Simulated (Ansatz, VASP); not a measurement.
## MoS2 in VASP and in Ansatz

INCAR

```
SYSTEM = MoS2
PREC = Accurate
ENCUT = 520
EDIFF = 1E-7
ISMEAR = -1
SIGMA = 0.05
LREAL = .False.
LASPH = .True.
NELM = 60
ALGO = Normal
ISIF = 2
LWAVE = .False.
LCHARG = .False.
GGA = PE
NBANDS = 35
```

File KPOINTS:

```
Automatic mesh
0
Gamma
  10 10 3
  0 0 0
```

Contents of POSCAR:

```
MoS2
1.0
    3.0964731786      0.0000000000      0.0000000000
   -1.5482365893      2.6816244371      0.0000000000
    0.0000000000      0.0000000000     12.0440109128
Mo S
2 4
Direct
    0.3333333333      0.6666666667      0.2500000000
    0.6666666667      0.3333333333      0.7500000000
    0.3333333333      0.6666666667      0.6275000000
    0.6666666667      0.3333333333      0.1275000000
    0.3333333333      0.6666666667      0.8725000000
    0.6666666667      0.3333333333      0.3725000000
```

Contents of input.yaml:

```yaml
crystal:
  lattice:
    - [3.0964731786, 0.0, 0.0]
    - [-1.5482365893, 2.6816244371, 0.0]
    - [0.0, 0.0, 12.0440109128]
  atoms:
    - { symbol: Mo, position: [0.3333333333, 0.6666666667, 0.25] }
    - { symbol: Mo, position: [0.6666666667, 0.3333333333, 0.75] }
    - { symbol: S, position: [0.3333333333, 0.6666666667, 0.6275] }
    - { symbol: S, position: [0.6666666667, 0.3333333333, 0.1275] }
    - { symbol: S, position: [0.3333333333, 0.6666666667, 0.8725] }
    - { symbol: S, position: [0.6666666667, 0.3333333333, 0.3725] }
kpoints:
  mp_grid: { grid: [10, 10, 3] }
scf:
  occupations: { method: fermi_dirac, width: 0.05 }
hamiltonian:
  xc: pbe
  pseudopotentials: { kind: all_electron, lapw: { basis_error: 0.001 } }
output:
  forces: true
  stress: true
  eigenvalues: true
```

Change from the starting cell: volume scaled by 0.94.

Alike in both runs: task single point; functional PBE; k mesh 10 × 10 × 3; occupations fermi-dirac, width 0.05 eV; no spin polarisation.

|  | VASP | Ansatz |
| --- | --- | --- |
| version | VASP 6.6.1 | Ansatz 0.2.0 |
| potentials or method | VASP PAW PBE potentials, release 64 (Mo_sv, S), cutoff 520 eV | all-electron LAPW, scalar-relativistic |

Ansatz gave:

| Item | Value |
| --- | --- |
| gap on the k mesh at the Fermi level (eV) | 0.87 |
| least direct gap on the mesh (eV) | 2.03 |
| pressure (GPa) | 21.2 |
| traceless stress, the component that is largest in VASP (GPa) | 5.44 |
| rms of the force components (eV/Å) | 1.169 |

Q: Which values does VASP return?

A: gap on the k mesh at the Fermi level (eV): 0.89; least direct gap on the mesh (eV): 2.03; pressure (GPa): 21.0; traceless stress, the component that is largest in VASP (GPa): 5.37; rms of the force components (eV/Å): 1.156.

Atom by atom the forces differ by 0.013 eV/Å (rms over components). Ansatz ran all-electron here, and VASP with PAW potentials.
